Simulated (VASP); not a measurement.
Runs of VASP 6.6.1 on Na3H. The structure is that of space group Pm-3m (No. 221), or close to it. The cells are those of the table. 

```tsv
task	cell	k mesh	cutoff (eV)	gap on the mesh (eV)	pressure (GPa)	relaxed volume (Å³/atom)
single point	a = 4.776, b = 4.776, c = 4.644 Å, 4 atoms	4 × 4 × 4	520	none	0.0	-
relaxation of cell and atoms	relaxed from a = 4.776, b = 4.776, c = 4.644 Å, 4 atoms	10 × 10 × 10	600	none	0.0	(a)
single point	a = 4.036, b = 4.036, c = 3.994 Å, 4 atoms	4 × 4 × 4	520	none	11.7	-
single point	a = 4.721, b = 4.721, c = 4.717 Å, 4 atoms	10 × 10 × 10	520	none	0.0	-
relaxation of cell and atoms	relaxed from a = 4.036, b = 4.036, c = 3.994 Å, 4 atoms	4 × 4 × 4	600	none	0.2	25.75
```

Alike in all rows: level PBE; potentials or basis VASP PAW PBE potentials, release 64 (Na_pv, H); no spin polarisation; smearing gaussian 0.1 eV.

Problem. Estimate the missing entries.

Solution. (a) 26.32.

Caveats: some runs use coarse meshes; the volume moved by over 15 % at a fixed basis, so the end points are rough (some runs).

A gap of «none» marks levels without a gap at the run's occupations.
